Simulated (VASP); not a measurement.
# Bi (R-3m) in VASP: a series of runs, part 2 of 2

VASP 6.6.1. Earlier steps stand in the parts before.

## (3) Single point, PBE

This run uses another cell than the first one, of 36.97 Å³/atom.

INCAR reads:

```
SYSTEM = Bi
PREC = Accurate
ENCUT = 500
EDIFF = 1E-6
ISMEAR = -1
SIGMA = 0.1
LREAL = .False.
LASPH = .True.
NELM = 120
ALGO = Normal
ISIF = 2
LWAVE = .False.
LCHARG = .False.
GGA = PE
NBANDS = 22
GGA_COMPAT = .False.
```

KPOINTS reads:

```
regular mesh
0
Gamma
  6 6 6
  0 0 0
```

POSCAR reads:

```
Bi
1.0
    2.2927442706      1.3237165218      4.0604654670
   -2.2927442706      1.3237165218      4.0604654670
    0.0000000000     -2.6474330436      4.0604654670
Bi
2
Direct
    0.2327819076      0.2327819062      0.2327819076
    0.7672180924      0.7672180938      0.7672180924
```

Potentials or basis: VASP PAW PBE potentials, release 64 (Bi_d).

Run with:

```console
$ cat potpaw_PBE.64/Bi_d/POTCAR > POTCAR
$ mpirun -np 1 vasp_std > vasp.out
```

OUTCAR:

```text
SYSTEM = Bi
   PREC = Accurate
   ENCUT = 500
   EDIFF = 1E-6
   ISMEAR = -1
   LREAL = .False.
   LASPH = .True.
   NELM = 120
   ISIF = 2
   GGA = PE

 ion  position               nearest neighbor table
   1  0.233  0.233  0.233-   2 3.10   2 3.10   2 3.10   2 3.61   2 3.61   2 3.61
   2  0.767  0.767  0.767-   1 3.10   1 3.10   1 3.10   1 3.61   1 3.61   1 3.61

  LATTYP: Found a trigonal (rhomboedric) cell.
 ALAT       =     4.8472963113
 COS(alpha) =     0.5525524936

  Lattice vectors:

 A1 = (   2.2927442706,   1.3237165218,   4.0604654670)
 A2 = (  -2.2927442706,   1.3237165218,   4.0604654670)
 A3 = (   0.0000000000,  -2.6474330436,   4.0604654670)

Analysis of symmetry for initial positions (statically):
=====================================================================
 Subroutine PRICEL returns:
 Original cell was already a primitive cell.

 Routine SETGRP: Setting up the symmetry group for a
 trigonal (rhombohedral) supercell.

 Subroutine GETGRP returns: Found 12 space group operations
 (whereof 12 operations were pure point group operations)
 out of a pool of 12 trial point group operations.
[... 158 lines left out ...]
  free energy    TOTEN  =        -7.80374965 eV

  energy without entropy =       -7.79420944  energy(sigma->0) =       -7.79897955

 E-fermi :   5.7853     XC(G=0):  -9.2975

 val. band max:        5.6583302245   @ k =  -0.3333   0.5000   0.3333
 cond. band min:       6.2597689434   @ k =   0.3333  -0.0000   0.0000
 fundamental gap:      0.6014387189
 Fermi energy:         5.7853003624

 k-point     1 :       0.0000    0.0000    0.0000
  band No.  band energies     occupation
      1     -17.0692      2.00000
      2     -17.0692      2.00000
      3     -16.9358      2.00000
      4     -16.9358      2.00000
      5     -16.9213      2.00000
      6     -16.7758      2.00000
[... 589 lines left out ...]
     21      15.3749      0.00000
     22      15.9634      0.00000

 [... further k-points ...]

------------------------ aborting loop because EDIFF is reached ----------------------------------------

  FORCE on cell =-STRESS in cart. coord.  units (eV):
  Direction    XX          YY          ZZ          XY          YZ          ZX
  --------------------------------------------------------------------------------------
  -------------------------------------------------------------------------------------
  Total       -0.0078042     -0.0078042      0.0095220      0.0000000      0.0000000      0.0000000
  in kB       -0.1691074     -0.1691074      0.2063296      0.0000000      0.0000000      0.0000000
  external PRESSURE =      -0.0439617 kB  Pullay stress =       0.0000000 kB

 VOLUME and BASIS-vectors are now :
 -----------------------------------------------------------------------------
  energy-cutoff  :      500.00
  volume of cell :       73.94
      direct lattice vectors                 reciprocal lattice vectors
     2.292744271  1.323716522  4.060465467     0.218079271  0.125908126  0.082092395
    -2.292744271  1.323716522  4.060465467    -0.218079271  0.125908126  0.082092395
     0.000000000 -2.647433044  4.060465467     0.000000000 -0.251816252  0.082092395

 POSITION                                       TOTAL-FORCE (eV/Angst)
 -----------------------------------------------------------------------------------
      0.00000     -0.00000      2.83561         0.000000      0.000000      0.001909
     -0.00000      0.00000      9.34579         0.000000     -0.000000     -0.001909
 -----------------------------------------------------------------------------------
    total drift:                               -0.000000     -0.000000      0.000000

  FREE ENERGIE OF THE ION-ELECTRON SYSTEM (eV)
  ---------------------------------------------------
  free  energy   TOTEN  =        -7.8037496534 eV

  energy  without entropy=       -7.7942094391  energy(sigma->0) =       -7.79897955
```

OSZICAR:

```text
N       E                     dE             d eps       ncg     rms          rms(c)
DAV:   1     0.303126427976E+03    0.30313E+03   -0.15798E+04  1408   0.157E+03
DAV:   2     0.175148359796E+02   -0.28561E+03   -0.27870E+03  1432   0.421E+02
DAV:   3    -0.693046463720E+01   -0.24445E+02   -0.24169E+02  1690   0.140E+02
DAV:   4    -0.777001119991E+01   -0.83955E+00   -0.83918E+00  1724   0.288E+01
DAV:   5    -0.780554527635E+01   -0.35534E-01   -0.35533E-01  1958   0.533E+00    0.104E+00
DAV:   6    -0.780332212760E+01    0.22231E-02   -0.17460E-02  1884   0.133E+00    0.634E-01
DAV:   7    -0.780352257875E+01   -0.20045E-03   -0.13300E-02  1704   0.125E+00    0.109E-01
DAV:   8    -0.780373055532E+01   -0.20798E-03   -0.19748E-03  1642   0.485E-01    0.214E-02
DAV:   9    -0.780374989609E+01   -0.19341E-04   -0.81178E-05  2062   0.743E-02    0.127E-02
DAV:  10    -0.780374965342E+01    0.24268E-06   -0.90410E-06  1332   0.234E-02
   1 F= -.78037497E+01 E0= -.77989795E+01  d E =-.954021E-02
```

Wall time 26 s (1 thread of Intel Xeon Platinum 8488C (Sapphire Rapids), shared host); peak memory 0.21 GiB.

Results:

| Item | Value |
| --- | --- |
| Free energy | -7.8037 eV |
| Pressure | 0.0 GPa |
| Band gap on the k mesh | zero (bands 15 and 16 overlap by 0.08 eV) |

Caveat: spin-orbit coupling is left out, which moves the levels of the heavy elements.

The gap in the log of VASP goes by the Fermi energy; the results here count the filled bands.